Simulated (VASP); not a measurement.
Ge:

```
CELL_PARAMETERS angstrom
2.74749 0.00000 0.00000
0.00000 2.74749 0.00000
0.00000 0.00000 2.64861
ATOMIC_POSITIONS crystal
Ge 0.50000 0.50000 0.50000
```

The cell was built from a structure type or drawn by symmetry, and may not be a known phase.

```yaml
Program: VASP 6.6.1
Task: relaxation of cell and atoms
Functional: PBE
Potentials_or_basis: VASP PAW PBE potentials, release 64 (Ge_d)
Cutoff: 600 eV
k_mesh: 20 × 20 × 20
Occupations: gaussian, width 0.1 eV
Spin: no spin polarisation
```

At the start: pressure -0.2 GPa; volume 19.99 Å³/atom.

Where does the relaxation end?

Over 9 steps the energy falls by 5.1 meV/atom and the volume is 19.95 Å³/atom (-0.2 %); space group Pm-3m (No. 221, to 0.1 Å) before and after.

The path:
| step | energy change (eV) | largest force (eV/Å) | pressure (GPa) | volume (Å³) |
| --- | --- | --- | --- | --- |
| 1 | 0.0000 | 0.0000 | -0.17 | 19.99 |
| 2 | -0.0039 | 0.0000 | 0.17 | 19.93 |
| 3 | -0.0048 | 0.0000 | 0.46 | 19.84 |
| 4 | -0.0050 | 0.0000 | 0.19 | 19.87 |
| 5 | -0.0050 | 0.0000 | 0.22 | 19.87 |
| 6 | -0.0050 | 0.0000 | 0.28 | 19.87 |
| 7 | -0.0051 | 0.0000 | -0.27 | 19.98 |
| 8 | -0.0051 | 0.0000 | 0.04 | 19.94 |
| 9 | -0.0051 | 0.0000 | -0.01 | 19.95 |

Final structure:
```yaml
crystal:
  lattice:
    - [2.71232, 0.00000, 0.00000]
    - [0.00000, 2.71232, 0.00000]
    - [0.00000, 0.00000, 2.71158]
  atoms:
    - { symbol: Ge, position: [0.50000, 0.50000, 0.50000] }
```
